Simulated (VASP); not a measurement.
Set up this calculation in VASP 6.6.1, as the native input.

| Quantity | Value |
| --- | --- |
| Task | single point |
| Functional | PBE |
| Potentials or basis | VASP PAW PBE potentials, release 64 (Rb_sv) |
| Cutoff | 520 eV |
| k mesh | 5 × 5 × 7 |
| Occupations | fermi-dirac, width 0.08 eV |
| Spin | no spin polarisation |
| Dipole correction | no |
| Further INCAR settings | ALGO = Normal; EDIFF = 1e-07; NBANDS = 20 |

The structure of Rb lies in POSCAR:

```
Rb
1.0
    8.1205357987      0.0000000000      0.0000000000
   -4.0602678993      7.0325902941      0.0000000000
    0.0000000000      0.0000000000      4.8361504058
Rb
3
Direct
    0.0000000000      0.0000000000      0.0000000000
    0.3333333333      0.6666666667      0.5000000000
    0.6666666667      0.3333333333      0.5000000000
```

This isn't the form of Rb at room conditions, which is bcc.

One way to write it, as run:

INCAR

```
SYSTEM = Rb
PREC = Accurate ; ENCUT = 520
EDIFF = 1E-7 ; ISMEAR = -1
SIGMA = 0.08 ; LREAL = .False.
LASPH = .True. ; NELM = 100
ALGO = Normal ; ISIF = 2
LWAVE = .False. ; LCHARG = .False.
GGA = PE ; NBANDS = 20
```

KPOINTS

```
Automatic mesh
0
Gamma
  5 5 7
  0 0 0
```

Potentials or basis: VASP PAW PBE potentials, release 64 (Rb_sv).

Run with:

```sh
$ cat potpaw_PBE.64/Rb_sv/POTCAR > POTCAR
$ mpirun -np 1 vasp_std > vasp.out
```

Results of the run:

```json
{
  "Pressure": "0.0 GPa",
  "Band gap on the k mesh": "zero (an odd number of electrons rules out a gap without spin polarisation)"
}
```

Wall time 40 s on 1 thread of Intel(R) Xeon(R) 6975P-C (Granite Rapids) (shared host), peak memory 0.36 GiB.
